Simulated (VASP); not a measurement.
Rh:

```
CELL_PARAMETERS angstrom
-1.50926 1.50926 1.50926
1.50926 -1.50926 1.50926
1.50926 1.50926 -1.50926
ATOMIC_POSITIONS crystal
Rh 0.00000 0.00000 0.00000
```

| Property | Result |
| --- | --- |
| Program | VASP 6.6.1 |
| Task | relaxation of cell and atoms |
| Functional | r2SCAN |
| Potentials or basis | VASP PAW PBE potentials, release 64 (Rh_pv) |
| Cutoff | 600 eV |
| k mesh | 15 × 15 × 15 |
| Occupations | fermi-dirac, width 0.05 eV |
| Spin | collinear spin, ferromagnetic start |
| Starting moments | [1.0] μB |

At the start: pressure 11.7 GPa; volume 13.75 Å³/atom.

Q: How do energy, volume and symmetry change on relaxing?

A: Over 3 steps the energy falls by 21.3 meV/atom and the volume is 14.37 Å³/atom (+4.5 %); space group Im-3m (No. 229, to 0.05 Å); moment 0.93 μB per cell.

Step by step:
```tsv
step	energy change (eV)	largest force (eV/Å)	pressure (GPa)	volume (Å³)
1	0.0000	0.0000	11.71	13.75
2	0.0651	0.0000	-15.37	15.85
3	-0.0213	0.0000	-0.05	14.37
```

Final structure:
```xyz
1
Lattice="-1.5314 1.5314 1.5314 1.5314 -1.5314 1.5314 1.5314 1.5314 -1.5314" Properties=species:S:1:pos:R:3 pbc="T T T"
Rh    0.0000    0.0000    0.0000
```

Caveat: the PAW data sets were made with another functional, which shifts forces and pressure a little.
